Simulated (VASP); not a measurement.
Input of a VASP 6.6.1 run:

Contents of POSCAR:

```
In3As
1.0
    4.7026201864      0.0000000000      0.0000000000
    0.0000000000      4.7026201864      0.0000000000
    0.0000000000      0.0000000000      4.7026201864
In As
3 1
Direct
    0.5000000000      0.5000000000      0.0000000000
    0.5000000000      0.0000000000      0.5000000000
    0.0000000000      0.5000000000      0.5000000000
    0.0000000000      0.0000000000      0.0000000000
```

INCAR.step1

```
SYSTEM = In3As
  PREC = Accurate
  ENCUT = 520
  ISMEAR = -1
  SIGMA = 0.05
  LREAL = .False.
  LASPH = .True.
  NELM = 80
  NBANDS = 30
  GGA = PE
  ALGO = Normal
  EDIFF = 1E-4
  LWAVE = .True.
  LCHARG = .False.
```

INCAR.step2

```
SYSTEM = In3As
  PREC = Accurate
  ENCUT = 520
  EDIFF = 1E-7
  ISMEAR = -1
  SIGMA = 0.05
  LREAL = .False.
  LASPH = .True.
  NELM = 80
  ALGO = Normal
  ISIF = 2
  LWAVE = .False.
  LCHARG = .False.
  METAGGA = R2SCAN
  LMIXTAU = .True.
  NBANDS = 30
  ISTART = 1
```

The input KPOINTS:

```
Automatic mesh
0
Gamma
  6 6 6
  0 0 0
```

Potentials or basis: VASP PAW PBE potentials, release 64 (In_d, As).

Command:

```console
$ cat potpaw_PBE.64/In_d/POTCAR potpaw_PBE.64/As/POTCAR > POTCAR
$ cp INCAR.step1 INCAR
$ mpirun -np 1 vasp_std > vasp.out
$ cp INCAR.step2 INCAR
$ mpirun -np 1 vasp_std > vasp.out
```

What does it give for the band gap on the k mesh?

Zero (bands 22 and 23 overlap by 3.97 eV).

Estimate the pressure.

-1.6 GPa.

Caveat: the PAW data sets were made with another functional, which shifts forces and pressure a little; spin-orbit coupling is left out, which moves the levels of the heavy elements.
